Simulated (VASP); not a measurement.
# Ir (Fm-3m) in VASP: further runs

Ir is run at these levels: LDA; tasks: single point.

Program: VASP 6.6.1. These are calculated values, not measurements. Logs are shortened: lines on timing, memory, paths and dates and some standing lists are left out, and cuts for length are marked.

### 1 The cell of the first run

Symmetry: Fm-3m, No. 225, cubic system. The conventional cell has a = 3.706 Å, b = 3.706 Å, c = 3.706 Å, α = 90.00°, β = 90.00°, γ = 90.00°. Ir (site symmetry m-3m) has 12 Ir at 2.62 Å within 3.5 Å.

### 2 Single point, LDA (volume 12.729 Å^3 an atom, c/a of the conventional cell 1.0000)

INCAR

```
SYSTEM = Ir
ALGO = Normal ; EDIFF = 1E-6
ENCUT = 500 ; GGA = CA
GGA_COMPAT = .FALSE. ; ISIF = 2
ISMEAR = 0 ; LASPH = .TRUE.
LCHARG = .FALSE. ; LREAL = .FALSE.
LWAVE = .FALSE. ; NBANDS = 14
NELM = 120 ; PREC = Accurate
SIGMA = 0.15
```

KPOINTS

```
k-points
0
G
  22 22 22
  0 0 0
```

POSCAR

```
Ir
1.0
    0.0000000000      1.8531963249      1.8531963249
    1.8531963249      0.0000000000      1.8531963249
    1.8531963249      1.8531963249      0.0000000000
Ir
1
Direct
    0.0000000000      0.0000000000      0.0000000000
```

Potentials or basis: VASP PAW LDA potentials, release 64 (Ir_sv_GW).

The run is started by

```sh
$ cat potpaw_LDA.64/Ir_sv_GW/POTCAR > POTCAR
$ mpirun -np 1 vasp_std > vasp.out
```

OUTCAR:

```text
SYSTEM = Ir
   EDIFF = 1E-6
   ENCUT = 500
   GGA = CA
   ISIF = 2
   ISMEAR = 0
   LASPH = .TRUE.
   LREAL = .FALSE.
   NELM = 120
   PREC = Accurate

 ion  position               nearest neighbor table
   1  0.000  0.000  0.000-

  LATTYP: Found a face centered cubic cell.
 ALAT       =     3.7063926498

  Lattice vectors:

 A1 = (   0.0000000000,   1.8531963249,   1.8531963249)
 A2 = (   1.8531963249,   0.0000000000,   1.8531963249)
 A3 = (   1.8531963249,   1.8531963249,   0.0000000000)

Analysis of symmetry for initial positions (statically):
=====================================================================
 Subroutine PRICEL returns:
 Original cell was already a primitive cell.

 Routine SETGRP: Setting up the symmetry group for a
 face centered cubic supercell.

 Subroutine GETGRP returns: Found 48 space group operations
 (whereof 48 operations were pure point group operations)
 out of a pool of 48 trial point group operations.

The static configuration has the point symmetry O_h .

Analysis of symmetry for dynamics (positions and initial velocities):
=====================================================================
 Subroutine PRICEL returns:
 Original cell was already a primitive cell.

 Routine SETGRP: Setting up the symmetry group for a
 face centered cubic supercell.

 Subroutine GETGRP returns: Found 48 space group operations
 (whereof 48 operations were pure point group operations)
 out of a pool of 48 trial point group operations.

The dynamic configuration has the point symmetry O_h .

 Subroutine INISYM returns: Found 48 space group operations
 (whereof 48 operations are pure point group operations),
 and found     1 'primitive' translations

----------------------------------------------------------------------------------------

                                     Primitive cell

  volume of cell :      12.7290

  direct lattice vectors                    reciprocal lattice vectors
     0.000000000  1.853196325  1.853196325    -0.269804118  0.269804118  0.269804118
     1.853196325  0.000000000  1.853196325     0.269804118 -0.269804118  0.269804118
     1.853196325  1.853196325  0.000000000     0.269804118  0.269804118 -0.269804118

  length of vectors
     2.620815376  2.620815376  2.620815376     0.467314441  0.467314441  0.467314441

  position of ions in fractional coordinates (direct lattice)
     0.000000000  0.000000000  0.000000000

  ion indices of the primitive-cell ions
   primitive index   ion index
                 1           1

----------------------------------------------------------------------------------------

 KPOINTS: k-points

Automatic generation of k-mesh.
 Grid dimensions read from file:
 generate k-points for:   22   22   22

 Generating k-lattice:

  Cartesian coordinates                     Fractional coordinates (reciprocal lattice)
    -0.012263824  0.012263824  0.012263824     0.045454545  0.000000000  0.000000000
     0.012263824 -0.012263824  0.012263824     0.000000000  0.045454545  0.000000000
     0.012263824  0.012263824 -0.012263824     0.000000000  0.000000000  0.045454545

  Length of vectors
     0.021241565  0.021241565  0.021241565

  Shift w.r.t. Gamma in fractional coordinates (k-lattice)
     0.000000000  0.000000000  0.000000000

 Subroutine IBZKPT returns following result:
 ===========================================

 Found    328 irreducible k-points:

 Following reciprocal coordinates:
            Coordinates               Weight
  0.000000  0.000000  0.000000      1.000000
  0.045455  0.000000  0.000000      8.000000
  0.090909  0.000000  0.000000      8.000000
  0.136364  0.000000  0.000000      8.000000
  0.181818  0.000000  0.000000      8.000000
  0.227273  0.000000  0.000000      8.000000
[... 16 lines left out ...]
  0.500000  0.045455  0.000000     24.000000
 -0.454545  0.045455  0.000000     24.000000
 [... further k-points ...]
   k-points           NKPTS =    328   k-points in BZ     NKDIM =    328   number of bands    NBANDS=     14
   number of dos      NEDOS =    301   number of ions     NIONS =      1
   total plane-waves  NPLWV =   8000
   dimension x,y,z NGX =    20 NGY =   20 NGZ =   20
   dimension x,y,z NGXF=    40 NGYF=   40 NGZF=   40
   ions per type =               1
   NGX,Y,Z   is equivalent  to a cutoff of  12.69, 12.69, 12.69 a.u.
   NGXF,Y,Z  is equivalent  to a cutoff of  25.37, 25.37, 25.37 a.u.
 SYSTEM =  Ir
   PREC   = accura    normal or accurate (medium, high low for compatibility)
   ISTART =      0    job   : 0-new  1-cont  2-samecut
   ICHARG =      2    charge: 1-file 2-atom 10-const
   ISPIN  =      1    spin polarized calculation?
   LNONCOLLINEAR =      F non collinear calculations
   LSORBIT =      F    spin-orbit coupling
   LASPH  =      T    aspherical Exc in radial PAW
   ENCUT  =  500.0 eV  36.75 Ry    6.06 a.u.   4.78  4.78  4.78*2*pi/ulx,y,z
   NELM   =    120;   NELMIN=  2; NELMDL= -5     # of ELM steps
   EDIFF  = 0.1E-05   stopping-criterion for ELM
   LREAL  =      F    real-space projection
   EDIFFG = 0.1E-04   stopping-criterion for IOM
   NSW    =      0    number of steps for IOM
   IBRION =     -1    ionic relax: 0-MD 1-quasi-New 2-CG
   NFREE  =      0    steps in history (QN), initial steepest desc. (CG)
   ISIF   =      2    stress and relaxation
   ISYM   =      2    0-nonsym 1-usesym 2-fastsym
   POTIM  = 0.5000    time-step for ionic-motion
   TEBEG  =    0.0;   TEEND  =   0.0 temperature during run
   PSTRESS=    0.0 pullay stress
   NELECT =      17.0000    total number of electrons
   NUPDOWN=      -1.0000    fix difference up-down
   EMIN   =  10.00;   EMAX   =-10.00  energy-range for DOS
   EFERMI =   0.00;   METHOD = LEGACY
   ISMEAR =     0;   SIGMA  =   0.15  broadening in eV -4-tet -1-fermi 0-gaus
   EFERMI_NEDOS =   21; number of points for ismear=-14 and -15
   IALGO  =     38    algorithm
   IMIX   =      4    mixing-type and parameters
     AMIX     =   0.40;   BMIX     =  1.00
     AMIX_MAG =   1.60;   BMIX_MAG =  1.00
  volume/ion in A,a.u.               =      12.73        85.90
  Fermi-wavevector in a.u.,A,eV,Ry     =   1.802850  3.406893 44.222606  3.250270
  Thomas-Fermi vector in A             =   2.863082
   LORBIT       =      0    0 simple, 1 ext, 2 COOP (PROOUT), +10 PAW based schemes
   GGA     = CA    functional components
   LHFCALC =     F    Hartree Fock is set to
   AEXX    =    0.0000 exact exchange contribution
   IVDW    =     0    specifies the selected vdW correction
   LEPSILON=     F    determine dielectric tensor
   LRPA    =     F    only Hartree local field effects (RPA)
 non-spin polarized calculation
 Gauss-broadening in eV      SIGMA  =   0.15
  energy-cutoff  :      500.00
  volume of cell :       12.73
 maximum number of plane-waves:       332
   NGX =  9   NGY =  9   NGZ =  9

 number of electron      17.0000000 magnetization

 Free energy of the ion-electron system (eV)
  ---------------------------------------------------
  ext. energy  EPLUGINS =         0.00000000
  ---------------------------------------------------
  free energy    TOTEN  =       -10.75700077 eV

  energy without entropy =      -10.74666753  energy(sigma->0) =      -10.75183415

 E-fermi :  14.8052     XC(G=0): -15.4686

 val. band max:       14.7901596281   @ k =   0.4091   0.4091   0.0000
 cond. band min:      14.8054097691   @ k =   0.3636   0.1818   0.0000
 fundamental gap:      0.0152501410
 Fermi energy:        14.8051891883

 k-point     1 :       0.0000    0.0000    0.0000
  band No.  band energies     occupation
      1     -78.0201      2.00000
      2     -34.5790      2.00000
      3     -34.5790      2.00000
      4     -34.5790      2.00000
      5       2.6068      2.00000
      6      10.2489      2.00000
      7      10.2489      2.00000
      8      10.2489      2.00000
      9      13.4549      2.00000
     10      13.4549      2.00000
     11      28.1038      0.00000
     12      34.1873      0.00000
     13      34.1873      0.00000
     14      34.1873      0.00000

 k-point     2 :       0.0455    0.0000    0.0000
  band No.  band energies     occupation
      1     -78.0179      2.00000
      2     -34.6037      2.00000
      3     -34.5822      2.00000
      4     -34.5822      2.00000
      5       2.7116      2.00000
      6      10.1883      2.00000
      7      10.2958      2.00000
      8      10.2958      2.00000
      9      13.4204      2.00000
     10      13.4204      2.00000
     11      28.2943      0.00000
     12      33.7275      0.00000
     13      34.3686      0.00000
     14      34.3686      0.00000

 k-point     3 :       0.0909    0.0000    0.0000
  band No.  band energies     occupation
      1     -78.0113      2.00000
      2     -34.6749      2.00000
      3     -34.5917      2.00000
      4     -34.5917      2.00000
      5       3.0176      2.00000
      6      10.0259      2.00000
      7      10.4250      2.00000
      8      10.4250      2.00000
      9      13.3344      2.00000
     10      13.3344      2.00000
     11      28.8347      0.00000
     12      32.7026      0.00000
     13      34.9027      0.00000
     14      34.9027      0.00000
[... 324 lines left out ...]
 k-point    23 :       0.5000    0.0455    0.0000
  band No.  band energies     occupation
      1     -77.9087      2.00000
      2     -35.7261      2.00000
      3     -34.7530      2.00000
      4     -34.7437      2.00000
      5       5.6491      2.00000
      6      10.0305      2.00000
      7      10.2042      2.00000
      8      13.4399      2.00000
      9      15.9520      0.00000
     10      16.3806      0.00000
     11      23.2963      0.00000
     12      28.0286      0.00000
     13      34.6026      0.00000
     14      34.6565      0.00000

 k-point    24 :      -0.4545    0.0455    0.0000
  band No.  band energies     occupation
      1     -77.9093      2.00000
      2     -35.7182      2.00000
      3     -34.7563      2.00000
      4     -34.7383      2.00000
      5       5.6545      2.00000
      6      10.0537      2.00000
      7      10.2028      2.00000
      8      13.3502      2.00000
      9      15.7782      0.00000
     10      16.4240      0.00000
     11      23.4482      0.00000
     12      28.0847      0.00000
     13      34.5184      0.00000
     14      34.9272      0.00000

 [... further k-points ...]

------------------------ aborting loop because EDIFF is reached ----------------------------------------

  FORCE on cell =-STRESS in cart. coord.  units (eV):
  Direction    XX          YY          ZZ          XY          YZ          ZX
  --------------------------------------------------------------------------------------
  -------------------------------------------------------------------------------------
  Total        3.1942805      3.1942805      3.1942805     -0.0000000      0.0000000      0.0000000
  in kB      402.0585895    402.0585895    402.0585895     -0.0000000      0.0000000      0.0000000
  external PRESSURE =     402.0585895 kB  Pullay stress =       0.0000000 kB

 VOLUME and BASIS-vectors are now :
 -----------------------------------------------------------------------------
  energy-cutoff  :      500.00
  volume of cell :       12.73
      direct lattice vectors                 reciprocal lattice vectors
     0.000000000  1.853196325  1.853196325    -0.269804118  0.269804118  0.269804118
     1.853196325  0.000000000  1.853196325     0.269804118 -0.269804118  0.269804118
     1.853196325  1.853196325  0.000000000     0.269804118  0.269804118 -0.269804118

 POSITION                                       TOTAL-FORCE (eV/Angst)
 -----------------------------------------------------------------------------------
      0.00000      0.00000      0.00000        -0.000000     -0.000000     -0.000000
 -----------------------------------------------------------------------------------
    total drift:                                0.000000     -0.000000     -0.000000

  FREE ENERGIE OF THE ION-ELECTRON SYSTEM (eV)
  ---------------------------------------------------
  free  energy   TOTEN  =       -10.7570007737 eV

  energy  without entropy=      -10.7466675332  energy(sigma->0) =      -10.75183415
```

Run time: 37 s. Hardware: 1 thread of Intel Xeon Platinum 8488C (Sapphire Rapids), shared host; peak memory 0.17 GiB.

What came out:

* Free energy: -10.7570 eV
* Pressure: 40.2 GPa

Caveat: spin-orbit coupling is left out, which moves the levels of the heavy elements.

### 3 Single point, LDA (volume 13.098 Å^3 an atom, c/a of the conventional cell 1.0000)

INCAR

```
PREC = Accurate ; ENCUT = 500
EDIFF = 1E-6 ; ISMEAR = 0
SIGMA = 0.15 ; LREAL = F
LASPH = T ; NELM = 120
ALGO = Normal ; ISIF = 2
LWAVE = F ; LCHARG = F
NBANDS = 14 ; GGA_COMPAT = F
```

KPOINTS

```
regular mesh
0
Gamma
  22 22 22
```

POSCAR

```
Ir
1.0
    0.0000000000      1.8709334088      1.8709334088
    1.8709334088      0.0000000000      1.8709334088
    1.8709334088      1.8709334088      0.0000000000
Ir
1
Direct
    0.0000000000      0.0000000000      0.0000000000
```

Potentials or basis: VASP PAW LDA potentials, release 64 (Ir_sv_GW).

The run is started by

```sh
$ cat potpaw_LDA.64/Ir_sv_GW/POTCAR > POTCAR
$ mpirun -np 1 vasp_std > vasp.out
```

Run time: 20 s. Hardware: 1 thread of Intel Xeon 6975P-C (Granite Rapids), shared host; peak memory 0.17 GiB.

It converged, with:

```
Free energy : -10.8385 eV
Pressure    : 24.0 GPa
```

Levels at points of the mesh, in eV from the Fermi level:
```
           k point  band 4  band 5  band 6  band 7  band 8  band 9  band 10  band 11  band 12  band 13
(0.00, 0.00, 0.00)  -49.33  -11.88   -4.36   -4.36   -4.36   -1.30    -1.30    13.41    19.33    19.33
(0.50, 0.00, 0.00)  -49.47   -8.92   -4.48   -4.48   -0.84    1.08     1.08     8.17    13.11    19.66
(0.50, 0.50, 0.00)  -49.71   -8.81   -8.21    1.07    1.74    1.74     1.80    11.72    11.86    11.86
```

Caveat: spin-orbit coupling is left out, which moves the levels of the heavy elements.
